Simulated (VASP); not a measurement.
Input of a VASP 6.6.1 run:

File INCAR:

```
PREC = Accurate
ENCUT = 520
EDIFF = 1E-6
ISMEAR = 0
SIGMA = 0.1
LREAL = False
LASPH = True
NELM = 100
ALGO = Normal
ISIF = 2
LWAVE = False
LCHARG = False
GGA = PE
NBANDS = 15
```

File KPOINTS:

```
Automatic mesh
0
Gamma
  6 6 6
```

Contents of POSCAR:

```
CaO
1.0
    2.9344159944      0.0000000000      0.0000000000
    0.0000000000      2.9344159944      0.0000000000
    0.0000000000      0.0000000000      2.9344159944
Ca O
1 1
Direct
    0.5000000000      0.5000000000      0.5000000000
    0.0000000000      0.0000000000      0.0000000000
```

Potentials or basis: VASP PAW PBE potentials, release 64 (Ca_sv, O).

Launch:

```bash
$ cat potpaw_PBE.64/Ca_sv/POTCAR potpaw_PBE.64/O/POTCAR > POTCAR
$ mpirun -np 1 vasp_std > vasp.out
```

**Question.** Predict the pressure.

**Answer.** 0.6 GPa.

**Question.** What does it give for the band gap on the k mesh?

**Answer.** 2.77 eV, indirect (least direct gap 3.07 eV).

A k mesh can miss the band edges. Expect the measured gap to be larger: semilocal functionals such as PBE lack the derivative discontinuity.
